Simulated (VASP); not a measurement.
# Al (Pm-3m) in VASP: notebook

Al is run at these levels: HF, LDA, PBEsol, r2SCAN; tasks: relaxation of cell and atoms, single point.

All numbers are computed with VASP 6.6.1; they aren't measurements. Logs are shortened: lines on timing, memory, paths and dates and some standing lists are left out, and cuts for length are marked.

### Step 1. The cell of the first run

Symmetry: Pm-3m, No. 221, cubic system. The conventional cell has a = 2.722 Å, b = 2.722 Å, c = 2.722 Å, α = 90.00°, β = 90.00°, γ = 90.00°. Within 3.6 Å of Al (site symmetry m-3m) lie 6 Al at 2.72 Å.

### Step 2. Relaxation of cell and atoms, HF

File POSCAR:

```
Al
1.0
    2.7217600000      0.0000000000      0.0000000000
    0.0000000000      2.7217600000      0.0000000000
    0.0000000000      0.0000000000      2.7217600000
Al
1
Direct
    0.0000000000      0.0000000000      0.0000000000
```

File INCAR.step1:

```
SYSTEM = Al
PREC = Accurate
ENCUT = 600
EDIFF = 1E-5
ISMEAR = -1
SIGMA = 0.05
LREAL = .False.
LASPH = .True.
NELM = 60
ALGO = Normal
LWAVE = .True.
LCHARG = .False.
GGA = PE
NBANDS = 8
```

File INCAR.step2:

```
SYSTEM = Al
PREC = Accurate
ENCUT = 600
EDIFF = 1E-6
ISMEAR = -1
SIGMA = 0.05
LREAL = .False.
LASPH = .True.
NELM = 60
ALGO = Normal
ISIF = 3
LWAVE = .False.
LCHARG = .False.
GGA = PE
LHFCALC = .True.
AEXX = 1.0
ALDAC = 0.0
AGGAC = 0.0
PRECFOCK = Normal
IBRION = 2
NSW = 60
EDIFFG = -0.01
ISTART = 1
```

File KPOINTS:

```
Automatic mesh
0
Gamma
  5 5 5
  0 0 0
```

Potentials or basis: VASP PAW PBE potentials, release 64 (Al).

The run is started by

```console
> cat potpaw_PBE.64/Al/POTCAR > POTCAR
> cp INCAR.step1 INCAR
> mpirun -np 1 vasp_std > vasp.out
> cp INCAR.step2 INCAR
> mpirun -np 1 vasp_std > vasp.out
```

OUTCAR:

```text
SYSTEM = Al
   PREC = Accurate
   ENCUT = 600
   EDIFF = 1E-6
   ISMEAR = -1
   LREAL = .False.
   LASPH = .True.
   NELM = 60
   ISIF = 3
   GGA = PE
   LHFCALC = .True.
   AEXX = 1.0
   PRECFOCK = Normal
   IBRION = 2
   NSW = 60
   EDIFFG = -0.01
   ISTART = 1

 ion  position               nearest neighbor table
   1  0.000  0.000  0.000-

  LATTYP: Found a simple cubic cell.
 ALAT       =     2.7217600000

  Lattice vectors:

 A1 = (   2.7217600000,   0.0000000000,   0.0000000000)
 A2 = (   0.0000000000,   2.7217600000,   0.0000000000)
 A3 = (   0.0000000000,   0.0000000000,   2.7217600000)

Analysis of symmetry for initial positions (statically):
=====================================================================
 Subroutine PRICEL returns:
 Original cell was already a primitive cell.

 Routine SETGRP: Setting up the symmetry group for a
 simple cubic supercell.

 Subroutine GETGRP returns: Found 48 space group operations
[... 9 lines left out ...]

 Routine SETGRP: Setting up the symmetry group for a
 simple cubic supercell.

 Subroutine GETGRP returns: Found 48 space group operations
[... 11 lines left out ...]
                                     Primitive cell

  volume of cell :      20.1627

  direct lattice vectors                    reciprocal lattice vectors
     2.721760000  0.000000000  0.000000000     0.367409323  0.000000000  0.000000000
     0.000000000  2.721760000  0.000000000     0.000000000  0.367409323  0.000000000
     0.000000000  0.000000000  2.721760000     0.000000000  0.000000000  0.367409323

  length of vectors
     2.721760000  2.721760000  2.721760000     0.367409323  0.367409323  0.367409323

  position of ions in fractional coordinates (direct lattice)
     0.000000000  0.000000000  0.000000000

  ion indices of the primitive-cell ions
   primitive index   ion index
                 1           1

----------------------------------------------------------------------------------------

 KPOINTS: Automatic mesh

Automatic generation of k-mesh.
 Grid dimensions read from file:
 generate k-points for:    5    5    5

 Generating k-lattice:

  Cartesian coordinates                     Fractional coordinates (reciprocal lattice)
     0.073481865  0.000000000  0.000000000     0.200000000  0.000000000  0.000000000
     0.000000000  0.073481865  0.000000000     0.000000000  0.200000000  0.000000000
     0.000000000  0.000000000  0.073481865     0.000000000  0.000000000  0.200000000

  Length of vectors
     0.073481865  0.073481865  0.073481865

  Shift w.r.t. Gamma in fractional coordinates (k-lattice)
     0.000000000  0.000000000  0.000000000

 Subroutine IBZKPT returns following result:
 ===========================================

 Found     10 irreducible k-points:

 Following reciprocal coordinates:
            Coordinates               Weight
  0.000000  0.000000  0.000000      1.000000
  0.200000  0.000000  0.000000      6.000000
  0.400000  0.000000  0.000000      6.000000
  0.200000  0.200000  0.000000     12.000000
  0.400000  0.200000  0.000000     24.000000
  0.400000  0.400000  0.000000     12.000000
  0.200000  0.200000  0.200000      8.000000
  0.400000  0.200000  0.200000     24.000000
  0.400000  0.400000  0.200000     24.000000
  0.400000  0.400000  0.400000      8.000000
   k-points           NKPTS =     10   k-points in BZ     NKDIM =    125   number of bands    NBANDS=      5
   number of dos      NEDOS =    301   number of ions     NIONS =      1
   total plane-waves  NPLWV =  13824
   dimension x,y,z NGX =    24 NGY =   24 NGZ =   24
   dimension x,y,z NGXF=    48 NGYF=   48 NGZF=   48
   ions per type =               1
   NGX,Y,Z   is equivalent  to a cutoff of  14.66, 14.66, 14.66 a.u.
   NGXF,Y,Z  is equivalent  to a cutoff of  29.32, 29.32, 29.32 a.u.
 SYSTEM =  Al
   PREC   = accura    normal or accurate (medium, high low for compatibility)
   ISTART =      1    job   : 0-new  1-cont  2-samecut
   ICHARG =      0    charge: 1-file 2-atom 10-const
   ISPIN  =      1    spin polarized calculation?
   LNONCOLLINEAR =      F non collinear calculations
   LSORBIT =      F    spin-orbit coupling
   LASPH  =      T    aspherical Exc in radial PAW
   ENCUT  =  600.0 eV  44.10 Ry    6.64 a.u.   5.44  5.44  5.44*2*pi/ulx,y,z
   NELM   =     60;   NELMIN=  2; NELMDL=  0     # of ELM steps
   EDIFF  = 0.1E-05   stopping-criterion for ELM
   LREAL  =      F    real-space projection
   EDIFFG = -.1E-01   stopping-criterion for IOM
   NSW    =     60    number of steps for IOM
   IBRION =      2    ionic relax: 0-MD 1-quasi-New 2-CG
   NFREE  =      1    steps in history (QN), initial steepest desc. (CG)
   ISIF   =      3    stress and relaxation
   ISYM   =      3    0-nonsym 1-usesym 2-fastsym
   POTIM  = 0.5000    time-step for ionic-motion
   TEBEG  =    0.0;   TEEND  =   0.0 temperature during run
   PSTRESS=    0.0 pullay stress
   NELECT =       3.0000    total number of electrons
   NUPDOWN=      -1.0000    fix difference up-down
   EMIN   =  10.00;   EMAX   =-10.00  energy-range for DOS
   EFERMI =   0.00;   METHOD = LEGACY
   ISMEAR =    -1;   SIGMA  =   0.05  broadening in eV -4-tet -1-fermi 0-gaus
   EFERMI_NEDOS =   21; number of points for ismear=-14 and -15
   IALGO  =     38    algorithm
   IMIX   =      1    mixing-type and parameters
     AMIX     =   0.40;   BMIX     =  1.00
     AMIX_MAG =   1.60;   BMIX_MAG =  1.00
  volume/ion in A,a.u.               =      20.16       136.06
  Fermi-wavevector in a.u.,A,eV,Ry     =   0.867492  1.639322 10.238958  0.752542
  Thomas-Fermi vector in A             =   1.986034
   LORBIT       =      0    0 simple, 1 ext, 2 COOP (PROOUT), +10 PAW based schemes
   GGA     = PE    functional components
   LHFCALC =     T    Hartree Fock is set to
   PRECFOCK=normal    Normal, Fast or Accurate (Low or Medium for compatibility)
   ENCUT4O =  -1.0   cutoff for four orbital integrals eV
   NKREDX  =     1    reduce k-point grid by
   NKREDY  =     1    reduce k-point grid by
   NKREDZ  =     1    reduce k-point grid by
   AEXX    =    1.0000 exact exchange contribution
   HFSCREEN=    0.0000 screening length (either q_TF or 0.3 A-1)
   HFSCREENC=   0.0000 screening length for correlation (either q_TF or 0.3 A-1)
   ENCUTFOCK=  -1.0 apply spherical cutoff to Coloumb kernel
   IVDW    =     0    specifies the selected vdW correction
   LEPSILON=     F    determine dielectric tensor
   LRPA    =     F    only Hartree local field effects (RPA)
 conjugate gradient relaxation of ions
 non-spin polarized calculation
  energy-cutoff  :      600.00
  volume of cell :       20.16
 maximum number of plane-waves:       691
 NGX is ok and might be reduce to    24
  NGX = 18; NGY = 18; NGZ = 18

--------------------------------------- Ionic step        1  -------------------------------------------

 number of electron       3.0000000 magnetization

 Free energy of the ion-electron system (eV)
  ---------------------------------------------------
  ext. energy  EPLUGINS =         0.00000000
  ---------------------------------------------------
  free energy    TOTEN  =        -6.72464780 eV

  energy without entropy =       -6.71885288  energy(sigma->0) =       -6.72175034

------------------------ aborting loop because EDIFF is reached ----------------------------------------

  FORCE on cell =-STRESS in cart. coord.  units (eV):
  Direction    XX          YY          ZZ          XY          YZ          ZX
  --------------------------------------------------------------------------------------
  -------------------------------------------------------------------------------------
  Total        1.2606462      1.2606462      1.2606462      0.0000000      0.0000000     -0.0000000
  in kB      100.1738360    100.1738360    100.1738360      0.0000000      0.0000000     -0.0000000
  external PRESSURE =     100.1738360 kB  Pullay stress =       0.0000000 kB
[... 20 lines left out ...]
  energy  without entropy=       -6.7188528774  energy(sigma->0) =       -6.72175034

--------------------------------------- Ionic step        2  -------------------------------------------

 number of electron       3.0000000 magnetization

 E-fermi :   5.5214     XC(G=0):   0.0000

 val. band max:        5.4770300216   @ k =   0.4000   0.4000   0.0000
 cond. band min:       7.4017707371   @ k =   0.4000   0.4000   0.0000
 fundamental gap:      1.9247407155
 Fermi energy:         5.5213951814

 k-point     1 :       0.0000    0.0000    0.0000
  band No.  band energies     occupation
      1     -10.8338      2.00000
      2      17.2212      0.00000
      3      17.9513      0.00000
      4      17.9513      0.00000
      5      18.2960      0.00000

 k-point     2 :       0.2000    0.0000    0.0000
  band No.  band energies     occupation
      1      -9.7905      2.00000
      2      10.3154      0.00000
      3      17.8074      0.00000
      4      18.6780      0.00000
      5      19.0323      0.00000
[... 164 lines left out ...]
  energy  without entropy=       -6.8727121812  energy(sigma->0) =       -6.87560964

--------------------------------------- Ionic step        5  -------------------------------------------

 number of electron       3.0000000 magnetization

------------------------ aborting loop EDIFF was not reached (unconverged)  ----------------------------

  FORCE on cell =-STRESS in cart. coord.  units (eV):
  Direction    XX          YY          ZZ          XY          YZ          ZX
  --------------------------------------------------------------------------------------
  -------------------------------------------------------------------------------------
  Total        0.1202732      0.1202732      0.1202732      0.0000000      0.0000000      0.0000000
  in kB        6.9651191      6.9651191      6.9651191      0.0000000      0.0000000      0.0000000
  external PRESSURE =       6.9651191 kB  Pullay stress =       0.0000000 kB

 VOLUME and BASIS-vectors are now :
 -----------------------------------------------------------------------------
  energy-cutoff  :      600.00
  volume of cell :       27.67
      direct lattice vectors                 reciprocal lattice vectors
     3.024476828 -0.000000000 -0.000000000     0.330635696 -0.000000000 -0.000000000
     0.000000000  3.024476828 -0.000000000     0.000000000  0.330635696 -0.000000000
     0.000000000  0.000000000  3.024476828     0.000000000  0.000000000  0.330635696
[... 11 lines left out ...]
  energy  without entropy=       -6.9143745548  energy(sigma->0) =       -6.91727201

--------------------------------------- Ionic step        6  -------------------------------------------

 number of electron       3.0000000 magnetization

 Free energy of the ion-electron system (eV)
  ---------------------------------------------------
  ext. energy  EPLUGINS =         0.00000000
  ---------------------------------------------------
  free energy    TOTEN  =        -6.92307023 eV

  energy without entropy =       -6.91727531  energy(sigma->0) =       -6.92017277

 E-fermi :   4.2534     XC(G=0):   0.0000

 val. band max:        4.2089925775   @ k =   0.4000   0.4000   0.0000
 cond. band min:       6.2951927024   @ k =   0.4000   0.4000   0.0000
 fundamental gap:      2.0862001249
 Fermi energy:         4.2533577373

 k-point     1 :       0.0000    0.0000    0.0000
  band No.  band energies     occupation
      1     -10.8113      2.00000
      2      15.0427      0.00000
      3      15.5867      0.00000
      4      15.9516      0.00000
      5      15.9591      0.00000

 k-point     2 :       0.2000    0.0000    0.0000
  band No.  band energies     occupation
      1      -9.9058      2.00000
      2       8.6362      0.00000
      3      15.7749      0.00000
      4      16.2341      0.00000
      5      16.2356      0.00000
[... 90 lines left out ...]
  FREE ENERGIE OF THE ION-ELECTRON SYSTEM (eV)
  ---------------------------------------------------
  free  energy   TOTEN  =        -6.9230702289 eV

  energy  without entropy=       -6.9172753113  energy(sigma->0) =       -6.92017277

 reached required accuracy - stopping structural energy minimisation
```

Run time: 7.4 min. Hardware: 1 thread of AMD EPYC 7R43 (Zen 3), shared host; peak memory 0.1 GiB.

What came out:

```yaml
Free_energy: -6.9231 eV
Relaxed_volume: 29.08 Å³/atom
Relaxed_cell: a = 3.075 Å, b = 3.075 Å, c = 3.075 Å, α = 90.00°, β = 90.00°, γ = 90.00°
Space_group_after_relaxing_to_0.05_Å: Pm-3m (No. 221)
Energy_gained_by_relaxing: 198.4 meV/atom
Ionic_steps: 6
Pressure_after_relaxing: 0.0 GPa
```

Step by step:
| step | energy change (eV) | largest force (eV/Å) | pressure (GPa) | volume (Å³) |
| --- | --- | --- | --- | --- |
| 1 | 0.0000 | 0.0000 | 10.02 | 20.16 |
| 2 | -0.1421 | 0.0000 | 2.72 | 24.07 |
| 3 | -0.1640 | 0.0000 | 0.86 | 26.11 |
| 4 | -0.1539 | 0.0000 | -1.28 | 30.53 |
| 5 | -0.1955 | 0.0000 | 0.70 | 27.67 |
| 6 | -0.1984 | 0.0000 | -0.03 | 29.08 |

Final structure:
```cif
data_structure
_symmetry_space_group_name_H-M 'P 1'
_symmetry_Int_Tables_number 1
_cell_length_a 3.0750
_cell_length_b 3.0750
_cell_length_c 3.0750
_cell_angle_alpha 90.000
_cell_angle_beta 90.000
_cell_angle_gamma 90.000
_cell_volume 29.08
loop_
_atom_site_label
_atom_site_type_symbol
_atom_site_fract_x
_atom_site_fract_y
_atom_site_fract_z
_atom_site_occupancy
Al1 Al 0.00000 0.00000 0.00000 1
```

Caveat: the k points lie up to 0.41 Å⁻¹ apart in the final cell; the volume moved by over 15 % at a fixed basis, so the end points are rough; the PAW data sets were made with another functional, which shifts forces and pressure a little.

### Step 3. Single point, LDA

File INCAR:

```
SYSTEM = Al
ALGO = Normal ; EDIFF = 1E-7
ENCUT = 520 ; ISIF = 2
ISMEAR = -1 ; LASPH = .True.
LCHARG = .False. ; LREAL = .False.
LWAVE = .False. ; NBANDS = 8
NELM = 60 ; PREC = Accurate
SIGMA = 0.05
```

File KPOINTS:

```
k-points
0
Gamma
  6 6 6
  0 0 0
```

POSCAR is that of step 2.

Potentials or basis: VASP PAW LDA potentials, release 64 (Al).

The run is started by

```console
> cat potpaw_LDA.64/Al/POTCAR > POTCAR
> mpirun -np 1 vasp_std > vasp.out
```

Run time: 2 s. Hardware: 1 thread of AMD EPYC 7R43 (Zen 3), shared host; peak memory 0.07 GiB.

It converged, with:

```
Free energy : -3.7164 eV
Pressure    : -2.2 GPa
```

Levels at points of the mesh, in eV from the Fermi level:
```
           k point  band 1  band 2  band 3  band 4
(0.00, 0.00, 0.00)   -9.49    8.04    8.04    9.07
(0.50, 0.00, 0.00)   -5.19   -4.01   10.55   12.49
(0.50, 0.50, 0.00)   -0.50   -0.50   -0.33    2.30
(0.50, 0.50, 0.50)    2.85    2.85    2.85    5.67
```

Caveat: the k points lie up to 0.38 Å⁻¹ apart.

### Step 4. Single point, PBEsol

File INCAR:

```
PREC     = Accurate       # precision mode
ENCUT    = 520            # plane-wave cutoff, eV
EDIFF    = 1E-6           # SCF threshold, eV
ISMEAR   = -1             # smearing method
SIGMA    = 0.05           # smearing width, eV
LREAL    = F              # projectors in reciprocal space
LASPH    = T              # aspherical terms in the spheres
NELM     = 80             # most SCF steps
ALGO     = Normal         # electronic algorithm
ISIF     = 2              # what is computed and relaxed
LWAVE    = F              # write WAVECAR
LCHARG   = T              # write CHGCAR
GGA      = PS             # functional
LELF     = T              # ELF
LVHAR    = T            
NBANDS   = 8              # bands
```

File KPOINTS:

```
regular mesh
0
Gamma
  6 6 6
```

POSCAR is that of step 3.

Potentials or basis: VASP PAW PBE potentials, release 64 (Al).

The run is started by

```console
> cat potpaw_PBE.64/Al/POTCAR > POTCAR
> mpirun -np 1 vasp_std > vasp.out
```

It took 2.7 s on 1 thread of AMD EPYC 7R43 (Zen 3), shared host; peak memory 0.08 GiB.

Results (log left out):

| Item | Value |
| --- | --- |
| Free energy | -3.6060 eV |
| Pressure | -1.0 GPa |

Levels at points of the mesh, in eV from the Fermi level:
```csv
k point,band 1,band 2,band 3,band 4,band 5,band 6
"(0.00, 0.00, 0.00)",-9.51,8.03,8.03,9.15,9.15,9.15
"(0.50, 0.00, 0.00)",-5.16,-4.06,10.58,12.67,12.67,14.20
"(0.50, 0.50, 0.00)",-0.50,-0.50,-0.24,2.20,16.22,16.80
"(0.50, 0.50, 0.50)",2.91,2.91,2.91,5.60,5.60,5.60
```

Caveat: the k points lie up to 0.38 Å⁻¹ apart; the PAW data sets were made with another functional, which shifts forces and pressure a little.

### Step 5. Single point, r2SCAN

POSCAR is that of step 4.

File INCAR.step1:

```
PREC = Accurate
ENCUT = 520
ISMEAR = -1
SIGMA = 0.05
LREAL = False
LASPH = True
NELM = 80
NBANDS = 8
GGA = PE
ALGO = Normal
EDIFF = 1E-4
LWAVE = True
LCHARG = False
```

File INCAR.step2:

```
PREC = Accurate
ENCUT = 520
EDIFF = 1E-7
ISMEAR = -1
SIGMA = 0.05
LREAL = False
LASPH = True
NELM = 80
ALGO = Normal
ISIF = 2
LWAVE = False
LCHARG = False
METAGGA = R2SCAN
LMIXTAU = True
NBANDS = 8
ISTART = 1
```

File KPOINTS:

```
Automatic mesh
0
Gamma
  6 6 6
```

The run is started by

```console
> cat potpaw_PBE.64/Al/POTCAR > POTCAR
> cp INCAR.step1 INCAR
> mpirun -np 1 vasp_std > vasp.out
> cp INCAR.step2 INCAR
> mpirun -np 1 vasp_std > vasp.out
```

Wall time 12 s (1 thread of AMD EPYC 7R43 (Zen 3), shared host); peak memory 0.08 GiB.

It converged, with:

```yaml
Free_energy: -6.1917 eV
Pressure: -0.9 GPa
```

Levels at points of the mesh, in eV from the Fermi level:
| k point | band 1 | band 2 | band 3 | band 4 | band 5 | band 6 |
| --- | --- | --- | --- | --- | --- | --- |
| (0.00, 0.00, 0.00) | -10.08 | 8.46 | 8.46 | 9.83 | 9.83 | 9.83 |
| (0.50, 0.00, 0.00) | -5.40 | -4.32 | 11.20 | 13.64 | 13.64 | 15.11 |
| (0.50, 0.50, 0.00) | -0.58 | -0.58 | -0.03 | 2.46 | 17.54 | 17.84 |
| (0.50, 0.50, 0.50) | 3.13 | 3.13 | 3.13 | 5.86 | 5.86 | 5.86 |

Caveat: the k points lie up to 0.38 Å⁻¹ apart; the PAW data sets were made with another functional, which shifts forces and pressure a little.

### Step 6. The runs side by side

| task | level | potentials or basis | cell | k mesh | cutoff (eV) | grid for exact exchange (PRECFOCK) | gap on the mesh (eV) | pressure (GPa) |
| --- | --- | --- | --- | --- | --- | --- | --- | --- |
| relaxation of cell and atoms | HF | VASP PAW PBE potentials, release 64 (Al) | relaxed | 5 × 5 × 5 | 600 | Normal | none | 0.0 |
| single point | LDA | VASP PAW LDA potentials, release 64 (Al) | as given | 6 × 6 × 6 | 520 | - | none | -2.2 |
| single point | PBEsol | VASP PAW PBE potentials, release 64 (Al) | as given | 6 × 6 × 6 | 520 | - | none | -1.0 |
| single point | r2SCAN | VASP PAW PBE potentials, release 64 (Al) | as given | 6 × 6 × 6 | 520 | - | none | -0.9 |

Alike in all rows: no spin polarisation; smearing fermi-dirac 0.05 eV.

Caveats: all runs use coarse meshes; the PAW data sets were made with another functional, which shifts forces and pressure a little (some runs); the volume moved by over 15 % at a fixed basis, so the end points are rough (some runs).

Absolute energies hang on the potentials; compare differences alone.
